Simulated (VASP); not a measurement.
Runs of VASP 6.6.1 on TaN. The structure is that of space group P-62m (No. 189), or close to it. The cells are those of the table. 

| cell | gap on the mesh (eV) | pressure (GPa) | largest force (eV/Å) |
| --- | --- | --- | --- |
| a = 4.979, b = 4.979, c = 2.790 Å, angles 90.0, 90.0, 120.0°, 6 atoms | none | 55.3 | 0.57 |
| a = 5.264, b = 5.264, c = 2.949 Å, angles 90.0, 90.0, 120.0°, 6 atoms | none | (b) | 0.23 |
| a = 5.196, b = 5.196, c = 2.911 Å, angles 90.0, 90.0, 120.0°, 6 atoms | none | -1.0 | 0.06 |
| a = 5.331, b = 5.331, c = 2.987 Å, angles 90.0, 90.0, 120.0°, 6 atoms | none | -22.9 | 0.37 |
| a = 5.126, b = 5.126, c = 2.872 Å, angles 90.0, 90.0, 120.0°, 6 atoms | none | 13.9 | 0.13 |
| a = 5.054, b = 5.054, c = 2.831 Å, angles 90.0, 90.0, 120.0°, 6 atoms | none | 32.4 | 0.34 |
| a = 5.396, b = 5.396, c = 3.023 Å, angles 90.0, 90.0, 120.0°, 6 atoms | none | (a) | 0.50 |

Alike in all rows: task single point; level r2SCAN+D3(BJ); potentials or basis VASP PAW PBE potentials, release 64 (Ta_pv, N); no spin polarisation; k mesh 5 × 5 × 8; cutoff (eV) 520; smearing fermi-dirac 0.1 eV.

Estimate the missing entries.

(a) -30.8; (b) -13.1.

Caveats: three body term missing; the PAW data sets were made with another functional, which shifts forces and pressure a little; spin-orbit coupling is left out, which moves the levels of the heavy elements; the cell stands under pressure (at least some runs); the cell stands under tension (at least some runs).

A k mesh can miss the band edges, and the runs leave out spin-orbit coupling on Ta.

A gap of «none» marks levels without a gap at the run's occupations.
